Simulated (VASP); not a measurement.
# MgGe2 (Fd-3m) in VASP: notebook

The runs below take MgGe2 through single point, relaxation of cell and atoms, with PBE.

All numbers are computed with VASP 6.6.1; they aren't measurements. Logs are shortened: lines on timing, memory, paths and dates and some standing lists are left out, and cuts for length are marked.

**1. The cell of the first run**

It takes space group Fd-3m (No. 227, cubic). Conventional cell: a = 7.994 Å, b = 7.994 Å, c = 7.994 Å, α = 90.00°, β = 90.00°, γ = 90.00°. Within 4.4 Å of Mg (site symmetry -43m) lie 12 Ge at 3.31 Å and 4 Mg at 3.46 Å. Ge (site symmetry -3m) has 6 Ge at 2.83 Å and 6 Mg at 3.31 Å within 3.7 Å.

**2. Single point, PBE**

The input, INCAR:

```
SYSTEM = MgGe2
  PREC = Accurate
  ENCUT = 520
  EDIFF = 1E-6
  ISMEAR = 0
  SIGMA = 0.1
  LREAL = .False.
  LASPH = .True.
  NELM = 100
  ALGO = Normal
  ISIF = 2
  LWAVE = .False.
  LCHARG = .True.
  GGA = PE
  LELF = .True.
  LVHAR = .True.
  NBANDS = 39
```

The input, KPOINTS:

```
regular mesh
0
Gamma
  4 4 4
  0 0 0
```

The input, POSCAR:

```
MgGe2
1.0
    0.0000000000      3.9968074824      3.9968074824
    3.9968074824      0.0000000000      3.9968074824
    3.9968074824      3.9968074824      0.0000000000
Mg Ge
2 4
Direct
    0.2500000000      0.2500000000      0.2500000000
    0.0000000000      0.0000000000      0.0000000000
    0.6250000000      0.6250000000      0.6250000000
    0.1250000000      0.6250000000      0.6250000000
    0.6250000000      0.1250000000      0.6250000000
    0.6250000000      0.6250000000      0.1250000000
```

Potentials or basis: VASP PAW PBE potentials, release 64 (Mg, Ge_d).

Launch:

```bash
cat potpaw_PBE.64/Mg/POTCAR potpaw_PBE.64/Ge_d/POTCAR > POTCAR
mpirun -np 1 vasp_std > vasp.out
```

OUTCAR:

```text
SYSTEM = MgGe2
   PREC = Accurate
   ENCUT = 520
   EDIFF = 1E-6
   ISMEAR = 0
   LREAL = .False.
   LASPH = .True.
   NELM = 100
   ISIF = 2
   GGA = PE

 ion  position               nearest neighbor table
   1  0.250  0.250  0.250-   2 3.46   2 3.46   2 3.46   2 3.46
   2  0.000  0.000  0.000-   1 3.46   1 3.46   1 3.46   1 3.46
   3  0.625  0.625  0.625-   4 2.83   5 2.83   6 2.83   6 2.83   5 2.83   4 2.83
   4  0.125  0.625  0.625-   3 2.83   6 2.83   5 2.83   3 2.83   5 2.83   6 2.83
   5  0.625  0.125  0.625-   3 2.83   6 2.83   3 2.83   4 2.83   6 2.83   4 2.83
   6  0.625  0.625  0.125-   3 2.83   3 2.83   4 2.83   5 2.83   5 2.83   4 2.83

  LATTYP: Found a face centered cubic cell.
 ALAT       =     7.9936149648

  Lattice vectors:

 A1 = (   0.0000000000,   3.9968074824,   3.9968074824)
 A2 = (   3.9968074824,   0.0000000000,   3.9968074824)
 A3 = (   3.9968074824,   3.9968074824,   0.0000000000)

Analysis of symmetry for initial positions (statically):
=====================================================================
 Subroutine PRICEL returns:
 Original cell was already a primitive cell.

 Routine SETGRP: Setting up the symmetry group for a
 face centered cubic supercell.

 Subroutine GETGRP returns: Found 48 space group operations
 (whereof 24 operations were pure point group operations)
 out of a pool of 48 trial point group operations.

The static configuration has the point symmetry T_d .
 The point group associated with its full space group is O_h .

Analysis of symmetry for dynamics (positions and initial velocities):
=====================================================================
 Subroutine PRICEL returns:
 Original cell was already a primitive cell.

 Routine SETGRP: Setting up the symmetry group for a
 face centered cubic supercell.

 Subroutine GETGRP returns: Found 48 space group operations
 (whereof 24 operations were pure point group operations)
 out of a pool of 48 trial point group operations.

The dynamic configuration has the point symmetry T_d .
 The point group associated with its full space group is O_h .

 Subroutine INISYM returns: Found 48 space group operations
 (whereof 24 operations are pure point group operations),
 and found     1 'primitive' translations

----------------------------------------------------------------------------------------

                                     Primitive cell

  volume of cell :     127.6938

  direct lattice vectors                    reciprocal lattice vectors
     0.000000000  3.996807482  3.996807482    -0.125099846  0.125099846  0.125099846
     3.996807482  0.000000000  3.996807482     0.125099846 -0.125099846  0.125099846
     3.996807482  3.996807482  0.000000000     0.125099846  0.125099846 -0.125099846

  length of vectors
     5.652339348  5.652339348  5.652339348     0.216679289  0.216679289  0.216679289

  position of ions in fractional coordinates (direct lattice)
     0.250000000  0.250000000  0.250000000
     0.000000000  0.000000000  0.000000000
     0.625000000  0.625000000  0.625000000
     0.125000000  0.625000000  0.625000000
     0.625000000  0.125000000  0.625000000
     0.625000000  0.625000000  0.125000000

  ion indices of the primitive-cell ions
   primitive index   ion index
                 1           1
                 2           2
                 3           3
                 4           4
                 5           5
                 6           6

----------------------------------------------------------------------------------------

 KPOINTS: regular mesh

Automatic generation of k-mesh.
 Grid dimensions read from file:
 generate k-points for:    4    4    4

 Generating k-lattice:

  Cartesian coordinates                     Fractional coordinates (reciprocal lattice)
    -0.031274961  0.031274961  0.031274961     0.250000000  0.000000000  0.000000000
     0.031274961 -0.031274961  0.031274961     0.000000000  0.250000000  0.000000000
     0.031274961  0.031274961 -0.031274961     0.000000000  0.000000000  0.250000000

  Length of vectors
     0.054169822  0.054169822  0.054169822

  Shift w.r.t. Gamma in fractional coordinates (k-lattice)
     0.000000000  0.000000000  0.000000000

 Subroutine IBZKPT returns following result:
 ===========================================

 Found      8 irreducible k-points:

 Following reciprocal coordinates:
            Coordinates               Weight
  0.000000  0.000000  0.000000      1.000000
  0.250000  0.000000  0.000000      8.000000
  0.500000  0.000000  0.000000      4.000000
  0.250000  0.250000  0.000000      6.000000
  0.500000  0.250000  0.000000     24.000000
 -0.250000  0.250000  0.000000     12.000000
  0.500000  0.500000  0.000000      3.000000
 -0.250000  0.500000  0.250000      6.000000
   k-points           NKPTS =      8   k-points in BZ     NKDIM =      8   number of bands    NBANDS=     39
   number of dos      NEDOS =    301   number of ions     NIONS =      6
   total plane-waves  NPLWV =  74088
   dimension x,y,z NGX =    42 NGY =   42 NGZ =   42
   dimension x,y,z NGXF=    84 NGYF=   84 NGZF=   84
   ions per type =               2   4
   NGX,Y,Z   is equivalent  to a cutoff of  12.35, 12.35, 12.35 a.u.
   NGXF,Y,Z  is equivalent  to a cutoff of  24.71, 24.71, 24.71 a.u.
 SYSTEM =  MgGe2
   PREC   = accura    normal or accurate (medium, high low for compatibility)
   ISTART =      0    job   : 0-new  1-cont  2-samecut
   ICHARG =      2    charge: 1-file 2-atom 10-const
   ISPIN  =      1    spin polarized calculation?
   LNONCOLLINEAR =      F non collinear calculations
   LSORBIT =      F    spin-orbit coupling
   LASPH  =      T    aspherical Exc in radial PAW
   ENCUT  =  520.0 eV  38.22 Ry    6.18 a.u.  10.51 10.51 10.51*2*pi/ulx,y,z
   NELM   =    100;   NELMIN=  2; NELMDL= -5     # of ELM steps
   EDIFF  = 0.1E-05   stopping-criterion for ELM
   LREAL  =      F    real-space projection
   EDIFFG = 0.1E-04   stopping-criterion for IOM
   NSW    =      0    number of steps for IOM
   IBRION =     -1    ionic relax: 0-MD 1-quasi-New 2-CG
   NFREE  =      0    steps in history (QN), initial steepest desc. (CG)
   ISIF   =      2    stress and relaxation
   ISYM   =      2    0-nonsym 1-usesym 2-fastsym
   POTIM  = 0.5000    time-step for ionic-motion
   TEBEG  =    0.0;   TEEND  =   0.0 temperature during run
   PSTRESS=    0.0 pullay stress
   NELECT =      60.0000    total number of electrons
   NUPDOWN=      -1.0000    fix difference up-down
   EMIN   =  10.00;   EMAX   =-10.00  energy-range for DOS
   EFERMI =   0.00;   METHOD = LEGACY
   ISMEAR =     0;   SIGMA  =   0.10  broadening in eV -4-tet -1-fermi 0-gaus
   EFERMI_NEDOS =   21; number of points for ismear=-14 and -15
   IALGO  =     38    algorithm
   IMIX   =      4    mixing-type and parameters
     AMIX     =   0.40;   BMIX     =  1.00
     AMIX_MAG =   1.60;   BMIX_MAG =  1.00
  volume/ion in A,a.u.               =      21.28       143.62
  Fermi-wavevector in a.u.,A,eV,Ry     =   1.272727  2.405106 22.039189  1.619835
  Thomas-Fermi vector in A             =   2.405590
   LORBIT       =      0    0 simple, 1 ext, 2 COOP (PROOUT), +10 PAW based schemes
   GGA     = PE    functional components
   LHFCALC =     F    Hartree Fock is set to
   AEXX    =    0.0000 exact exchange contribution
   IVDW    =     0    specifies the selected vdW correction
   LEPSILON=     F    determine dielectric tensor
   LRPA    =     F    only Hartree local field effects (RPA)
 non-spin polarized calculation
 Gauss-broadening in eV      SIGMA  =   0.10
  energy-cutoff  :      520.00
  volume of cell :      127.69
 maximum number of plane-waves:      3479
   NGX = 21   NGY = 21   NGZ = 21

 number of electron      59.9999972 magnetization

 Free energy of the ion-electron system (eV)
  ---------------------------------------------------
  ext. energy  EPLUGINS =         0.00000000
  ---------------------------------------------------
  free energy    TOTEN  =       -19.63281918 eV

  energy without entropy =      -19.60343095  energy(sigma->0) =      -19.61812506

 E-fermi :   5.0979     XC(G=0):  -9.9715

 val. band max:        5.0760065601   @ k =   0.5000   0.0000   0.0000
 cond. band min:       5.1105106926   @ k =   0.5000   0.5000   0.0000
 fundamental gap:      0.0345041325
 Fermi energy:         5.0979468572

 k-point     1 :       0.0000    0.0000    0.0000
  band No.  band energies     occupation
      1     -19.8437      2.00000
      2     -19.7932      2.00000
      3     -19.7932      2.00000
      4     -19.7932      2.00000
      5     -19.7891      2.00000
      6     -19.7891      2.00000
[... 31 lines left out ...]
     38      10.7942      0.00000
     39      11.3608      0.00000

 k-point     2 :       0.2500    0.0000    0.0000
  band No.  band energies     occupation
      1     -19.8288      2.00000
      2     -19.7893      2.00000
      3     -19.7893      2.00000
      4     -19.7862      2.00000
      5     -19.7682      2.00000
      6     -19.7682      2.00000
[... 31 lines left out ...]
     38       9.4111      0.00000
     39      10.9137      0.00000

 k-point     3 :       0.5000    0.0000    0.0000
  band No.  band energies     occupation
      1     -19.8163      2.00000
      2     -19.7874      2.00000
      3     -19.7874      2.00000
      4     -19.7611      2.00000
      5     -19.7253      2.00000
      6     -19.7168      2.00000
[... 31 lines left out ...]
     38       9.9561      0.00000
     39      11.0445      0.00000

 k-point     4 :       0.2500    0.2500    0.0000
  band No.  band energies     occupation
      1     -19.8217      2.00000
      2     -19.7910      2.00000
      3     -19.7835      2.00000
      4     -19.7729      2.00000
      5     -19.7729      2.00000
      6     -19.7643      2.00000
[... 31 lines left out ...]
     38       8.6523      0.00000
     39      10.3444      0.00000

 k-point     5 :       0.5000    0.2500    0.0000
  band No.  band energies     occupation
      1     -19.8024      2.00000
      2     -19.7809      2.00000
      3     -19.7763      2.00000
      4     -19.7665      2.00000
      5     -19.7409      2.00000
      6     -19.7259      2.00000
[... 31 lines left out ...]
     38       9.1735      0.00000
     39       9.3958      0.00000

 k-point     6 :      -0.2500    0.2500    0.0000
  band No.  band energies     occupation
      1     -19.8094      2.00000
      2     -19.7821      2.00000
      3     -19.7813      2.00000
      4     -19.7696      2.00000
      5     -19.7603      2.00000
      6     -19.7290      2.00000
[... 31 lines left out ...]
     38       9.0068      0.00000
     39       9.8244      0.00000

 k-point     7 :       0.5000    0.5000    0.0000
  band No.  band energies     occupation
      1     -19.7931      2.00000
      2     -19.7931      2.00000
      3     -19.7476      2.00000
      4     -19.7476      2.00000
      5     -19.7387      2.00000
      6     -19.7387      2.00000
[... 31 lines left out ...]
     38       9.4052      0.00000
     39       9.7888      0.00000

 k-point     8 :      -0.2500    0.5000    0.2500
  band No.  band energies     occupation
      1     -19.7760      2.00000
      2     -19.7760      2.00000
      3     -19.7757      2.00000
      4     -19.7757      2.00000
      5     -19.7288      2.00000
      6     -19.7288      2.00000
[... 31 lines left out ...]
     38       8.8633      0.00000
     39       9.7285      0.00000

------------------------ aborting loop because EDIFF is reached ----------------------------------------

  FORCE on cell =-STRESS in cart. coord.  units (eV):
  Direction    XX          YY          ZZ          XY          YZ          ZX
  --------------------------------------------------------------------------------------
  -------------------------------------------------------------------------------------
  Total        0.1107801      0.1107801      0.1107801      0.0000000     -0.0000000      0.0000000
  in kB        1.3899617      1.3899617      1.3899617      0.0000000     -0.0000000      0.0000000
  external PRESSURE =       1.3899617 kB  Pullay stress =       0.0000000 kB

 VOLUME and BASIS-vectors are now :
 -----------------------------------------------------------------------------
  energy-cutoff  :      520.00
  volume of cell :      127.69
      direct lattice vectors                 reciprocal lattice vectors
     0.000000000  3.996807482  3.996807482    -0.125099846  0.125099846  0.125099846
     3.996807482  0.000000000  3.996807482     0.125099846 -0.125099846  0.125099846
     3.996807482  3.996807482  0.000000000     0.125099846  0.125099846 -0.125099846

 POSITION                                       TOTAL-FORCE (eV/Angst)
 -----------------------------------------------------------------------------------
      1.99840      1.99840      1.99840        -0.000000     -0.000000     -0.000000
      0.00000      0.00000      0.00000         0.000000      0.000000      0.000000
      4.99601      4.99601      4.99601        -0.000000      0.000000     -0.000000
      4.99601      2.99761      2.99761        -0.000000      0.000000     -0.000000
      2.99761      4.99601      2.99761        -0.000000      0.000000     -0.000000
      2.99761      2.99761      4.99601        -0.000000      0.000000     -0.000000
 -----------------------------------------------------------------------------------
    total drift:                                0.000000      0.000000      0.000000

  FREE ENERGIE OF THE ION-ELECTRON SYSTEM (eV)
  ---------------------------------------------------
  free  energy   TOTEN  =       -19.6328191808 eV

  energy  without entropy=      -19.6034309475  energy(sigma->0) =      -19.61812506
```

Wall time 22 s (1 thread of Intel Xeon 6975P-C (Granite Rapids), shared host); peak memory 0.25 GiB.

Results:

```
Free energy            : -19.6328 eV
Pressure               : 0.1 GPa
Band gap on the k mesh : zero (band 30 reaches 5.18 eV, above the bottom of band 31 at 3.27 eV)
```

Levels at points of the mesh, in eV from the Fermi level:
```tsv
k point	band 27	band 28	band 29	band 30	band 31	band 32	band 33	band 34
(0.00, 0.00, 0.00)	-3.79	-3.79	-2.13	-1.83	-1.83	0.95	0.95	0.95
(0.50, 0.00, 0.00)	-3.42	-1.02	-0.65	-0.02	-0.02	0.12	0.12	0.55
(0.50, 0.50, 0.00)	-0.23	-0.23	0.01	0.01	0.40	0.40	0.50	0.50
```

(Continued in part 2 of 2.)
